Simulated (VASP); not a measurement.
# Ta2Si2O (P6/mmm) in VASP: single point with PBE

Aim: the single point of Ta2Si2O with PBE.

Program: VASP 6.6.1. These are calculated values, not measurements. Logs are shortened: lines on timing, memory, paths and dates and some standing lists are left out, and cuts for length are marked.

## Step 1: The cell of the first run

Symmetry: P6/mmm, No. 191, hexagonal system. The conventional cell has a = 4.008 Å, b = 4.008 Å, c = 6.661 Å, α = 90.00°, β = 90.00°, γ = 120.00°. Within 2.8 Å of Ta (site symmetry 6mm) lie 1 O at 1.93 Å and 6 Si at 2.70 Å and 1 Ta at 2.80 Å. Si (site symmetry -6m2) has 3 Si at 2.31 Å and 6 Ta at 2.70 Å within 3.1 Å. O (site symmetry 6/mmm) has 2 Ta at 1.93 Å within 2.6 Å.

## Step 2: Single point, PBE

Input file INCAR:

```
PREC = Accurate
ENCUT = 700
EDIFF = 1E-6
ISMEAR = 0
SIGMA = 0.2
LREAL = False
LASPH = True
NELM = 120
ALGO = Normal
ISIF = 2
LWAVE = False
LCHARG = False
GGA = PE
NBANDS = 51
GGA_COMPAT = False
```

Input file KPOINTS:

```
Automatic mesh
0
Gamma
  6 6 2
```

Input file POSCAR:

```
Ta2Si2O
1.0
    4.0081330005      0.0000000000      0.0000000000
   -2.0040665002      3.4711450002      0.0000000000
    0.0000000000      0.0000000000     13.3226026135
Ta Si O
4 4 2
Direct
    0.0000000000      0.0000000000      0.3549101904
    0.0000000000      0.0000000000      0.8549101904
    0.0000000000      0.0000000000      0.1450898096
    0.0000000000      0.0000000000      0.6450898096
    0.3333333333      0.6666666667      0.2500000000
    0.3333333333      0.6666666667      0.7500000000
    0.6666666667      0.3333333333      0.2500000000
    0.6666666667      0.3333333333      0.7500000000
    1.0000000000      0.0000000000      0.5000000000
    1.0000000000      0.0000000000      0.0000000000
```

Potentials or basis: VASP PAW PBE potentials, release 64 (Ta_sv_GW, Si, O).

Started as:

```bash
cat potpaw_PBE.64/Ta_sv_GW/POTCAR potpaw_PBE.64/Si/POTCAR potpaw_PBE.64/O/POTCAR > POTCAR
mpirun -np 1 vasp_std > vasp.out
```

OUTCAR:

```text
PREC = Accurate
   ENCUT = 700
   EDIFF = 1E-6
   ISMEAR = 0
   LREAL = False
   LASPH = True
   NELM = 120
   ISIF = 2
   GGA = PE

 ion  position               nearest neighbor table
   1  0.000  0.000  0.355-   9 1.93   7 2.70   5 2.70   5 2.70   7 2.70   7 2.70   5 2.70   3 2.80

   2  0.000  0.000  0.855-  10 1.93   8 2.70   6 2.70   6 2.70   8 2.70   8 2.70   6 2.70   4 2.80

   3  0.000  0.000  0.145-  10 1.93   7 2.70   5 2.70   5 2.70   7 2.70   7 2.70   5 2.70   1 2.80

   4  0.000  0.000  0.645-   9 1.93   8 2.70   6 2.70   6 2.70   8 2.70   8 2.70   6 2.70   2 2.80

   5  0.333  0.667  0.250-   7 2.31   7 2.31   7 2.31   1 2.70   3 2.70   3 2.70   1 2.70   3 2.70
                             1 2.70
   6  0.333  0.667  0.750-   8 2.31   8 2.31   8 2.31   2 2.70   4 2.70   4 2.70   2 2.70   4 2.70
                             2 2.70
   7  0.667  0.333  0.250-   5 2.31   5 2.31   5 2.31   1 2.70   3 2.70   1 2.70   3 2.70   1 2.70
                             3 2.70
   8  0.667  0.333  0.750-   6 2.31   6 2.31   6 2.31   2 2.70   4 2.70   2 2.70   4 2.70   2 2.70
                             4 2.70
   9  0.000  0.000  0.500-   1 1.93   4 1.93
  10  0.000  0.000  0.000-   2 1.93   3 1.93

  LATTYP: Found a hexagonal cell.
 ALAT       =     4.0081330005
 C/A-ratio  =     3.3238923488

  Lattice vectors:

 A1 = (   4.0081330005,   0.0000000000,   0.0000000000)
 A2 = (  -2.0040665002,   3.4711450002,   0.0000000000)
 A3 = (   0.0000000000,   0.0000000000,  13.3226026135)

Analysis of symmetry for initial positions (statically):
=====================================================================
 Subroutine PRICEL returns following result:

  LATTYP: Found a hexagonal cell.
 ALAT       =     4.0081330005
 C/A-ratio  =     1.6619461744

  Lattice vectors:

 A1 = (   4.0081330005,   0.0000000000,   0.0000000000)
 A2 = (  -2.0040665002,   3.4711450002,   0.0000000000)
 A3 = (   0.0000000000,   0.0000000000,   6.6613013068)

   2 primitive cells build up your supercell.

 Routine SETGRP: Setting up the symmetry group for a
 hexagonal supercell.

 Subroutine GETGRP returns: Found 24 space group operations
 (whereof 24 operations were pure point group operations)
 out of a pool of 24 trial point group operations.

The static configuration has the point symmetry D_6h.

[... 115 lines left out ...]
   LASPH  =      T    aspherical Exc in radial PAW
   ENCUT  =  700.0 eV  51.45 Ry    7.17 a.u.   8.65  8.65 28.74*2*pi/ulx,y,z
   NELM   =    120;   NELMIN=  2; NELMDL= -5     # of ELM steps
   EDIFF  = 0.1E-05   stopping-criterion for ELM
   LREAL  =      F    real-space projection
[... 7 lines left out ...]
   TEBEG  =    0.0;   TEEND  =   0.0 temperature during run
   PSTRESS=    0.0 pullay stress
   NELECT =      80.0000    total number of electrons
   NUPDOWN=      -1.0000    fix difference up-down
   EMIN   =  10.00;   EMAX   =-10.00  energy-range for DOS
   EFERMI =   0.00;   METHOD = LEGACY
   ISMEAR =     0;   SIGMA  =   0.20  broadening in eV -4-tet -1-fermi 0-gaus
   EFERMI_NEDOS =   21; number of points for ismear=-14 and -15
   IALGO  =     38    algorithm
   IMIX   =      4    mixing-type and parameters
     AMIX     =   0.40;   BMIX     =  1.00
     AMIX_MAG =   1.60;   BMIX_MAG =  1.00
  volume/ion in A,a.u.               =      18.54       125.08
  Fermi-wavevector in a.u.,A,eV,Ry     =   1.237191  2.337952 20.825651  1.530642
  Thomas-Fermi vector in A             =   2.371769
   LORBIT       =      0    0 simple, 1 ext, 2 COOP (PROOUT), +10 PAW based schemes
   GGA     = PE    functional components
   LHFCALC =     F    Hartree Fock is set to
   AEXX    =    0.0000 exact exchange contribution
   IVDW    =     0    specifies the selected vdW correction
   LEPSILON=     F    determine dielectric tensor
   LRPA    =     F    only Hartree local field effects (RPA)
 non-spin polarized calculation
 Gauss-broadening in eV      SIGMA  =   0.20
  energy-cutoff  :      700.00
  volume of cell :      185.35
 maximum number of plane-waves:      7822
 NGX is ok and might be reduce to    36
   NGX = 17   NGY = 17   NGZ = 57

 number of electron      79.9999996 magnetization

 Free energy of the ion-electron system (eV)
  ---------------------------------------------------
  ext. energy  EPLUGINS =         0.00000000
  ---------------------------------------------------
  free energy    TOTEN  =       -93.49918085 eV

  energy without entropy =      -93.39727093  energy(sigma->0) =      -93.44822589

 E-fermi :   7.3790     XC(G=0): -10.3016

 val. band max:        7.3489775621   @ k =   0.1667   0.1667   0.0000
 cond. band min:       7.4683765767   @ k =   0.3333   0.1667   0.0000
 fundamental gap:      0.1193990146
 Fermi energy:         7.3789752409

 k-point     1 :       0.0000    0.0000    0.0000
  band No.  band energies     occupation
      1     -61.5117      2.00000
      2     -61.5112      2.00000
      3     -61.4773      2.00000
      4     -61.4768      2.00000
      5     -28.4667      2.00000
      6     -28.3925      2.00000
[... 745 lines left out ...]
     50       9.6908      0.00000
     51      10.8477      0.00000

------------------------ aborting loop because EDIFF is reached ----------------------------------------

  FORCE on cell =-STRESS in cart. coord.  units (eV):
  Direction    XX          YY          ZZ          XY          YZ          ZX
  --------------------------------------------------------------------------------------
  -------------------------------------------------------------------------------------
  Total       -0.8659868     -0.8659868      0.6443022     -0.0000000      0.0000000     -0.0000000
  in kB       -7.4854493     -7.4854493      5.5692436     -0.0000000      0.0000000     -0.0000000
  external PRESSURE =      -3.1338850 kB  Pullay stress =       0.0000000 kB

 VOLUME and BASIS-vectors are now :
 -----------------------------------------------------------------------------
  energy-cutoff  :      700.00
  volume of cell :      185.35
      direct lattice vectors                 reciprocal lattice vectors
     4.008133000  0.000000000  0.000000000     0.249492719  0.144044688  0.000000000
    -2.004066500  3.471145000  0.000000000     0.000000000  0.288089377  0.000000000
     0.000000000  0.000000000 13.322602614     0.000000000  0.000000000  0.075060409

 POSITION                                       TOTAL-FORCE (eV/Angst)
 -----------------------------------------------------------------------------------
      0.00000      0.00000      4.72833         0.000000      0.000000      0.071140
      0.00000      0.00000     11.38963         0.000000      0.000000      0.071140
      0.00000      0.00000      1.93297         0.000000     -0.000000     -0.071140
      0.00000      0.00000      8.59428        -0.000000     -0.000000     -0.071140
     -0.00000      2.31410      3.33065        -0.000000      0.000000      0.000000
     -0.00000      2.31410      9.99195        -0.000000      0.000000      0.000000
      2.00407      1.15705      3.33065         0.000000     -0.000000      0.000000
      2.00407      1.15705      9.99195         0.000000     -0.000000      0.000000
      0.00000      0.00000      6.66130         0.000000     -0.000000      0.000000
      0.00000      0.00000      0.00000         0.000000     -0.000000      0.000000
 -----------------------------------------------------------------------------------
    total drift:                                0.000000     -0.000000      0.000000

  FREE ENERGIE OF THE ION-ELECTRON SYSTEM (eV)
  ---------------------------------------------------
  free  energy   TOTEN  =       -93.4991808452 eV

  energy  without entropy=      -93.3972709337  energy(sigma->0) =      -93.44822589
```

Run time: 3.3 min. Hardware: 1 thread of Intel Xeon Platinum 8488C (Sapphire Rapids), shared host; peak memory 0.47 GiB.

Results:

* Free energy: -93.4992 eV
* Pressure: -0.3 GPa
* Largest force: 0.071 eV/Å
* Band gap on the k mesh: zero (bands 40 and 41 overlap by 1.27 eV)

Forces in eV/Å, atoms in the order of the input:
```
Ta   0.000  0.000  0.071
Ta   0.000  0.000  0.071
Ta   0.000  0.000 -0.071
Ta   0.000  0.000 -0.071
Si   0.000  0.000  0.000
Si   0.000  0.000  0.000
Si   0.000  0.000  0.000
Si   0.000  0.000  0.000
O    0.000  0.000  0.000
O    0.000  0.000  0.000
```

Caveat: spin-orbit coupling is left out, which moves the levels of the heavy elements.

The gap in the log of VASP goes by the Fermi energy; the results here count the filled bands.